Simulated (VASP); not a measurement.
A run of VASP 6.6.1 is set up as follows.

File INCAR:

```
PREC = Accurate
ENCUT = 520
EDIFF = 1E-6
ISMEAR = -1
SIGMA = 0.05
LREAL = F
LASPH = T
NELM = 80
ALGO = Normal
ISIF = 2
LWAVE = F
LCHARG = F
GGA = PE
NBANDS = 24
```

Contents of KPOINTS:

```
regular mesh
0
Gamma
  4 4 4
```

File POSCAR:

```
SnTe3
1.0
    0.0000000000      3.7621703636      3.7621703636
    3.7621703636      0.0000000000      3.7621703636
    3.7621703636      3.7621703636      0.0000000000
Sn Te
1 3
Direct
    0.0000000000      0.0000000000      0.0000000000
    0.2500000000      0.2500000000      0.2500000000
    0.7500000000      0.7500000000      0.7500000000
    0.5000000000      0.5000000000      0.5000000000
```

Potentials or basis: VASP PAW PBE potentials, release 64 (Sn_d, Te).

Run with:

```bash
$ cat potpaw_PBE.64/Sn_d/POTCAR potpaw_PBE.64/Te/POTCAR > POTCAR
$ mpirun -np 1 vasp_std > vasp.out
```

(1) Estimate the pressure.

(2) Estimate the band gap on the k mesh.

Answers

(1) 5.1 GPa.

(2) zero (band 16 reaches 9.18 eV, above the bottom of band 17 at 6.72 eV).

Caveat: the k points lie up to 0.36 Å⁻¹ apart; spin-orbit coupling is left out, which moves the levels of the heavy elements.
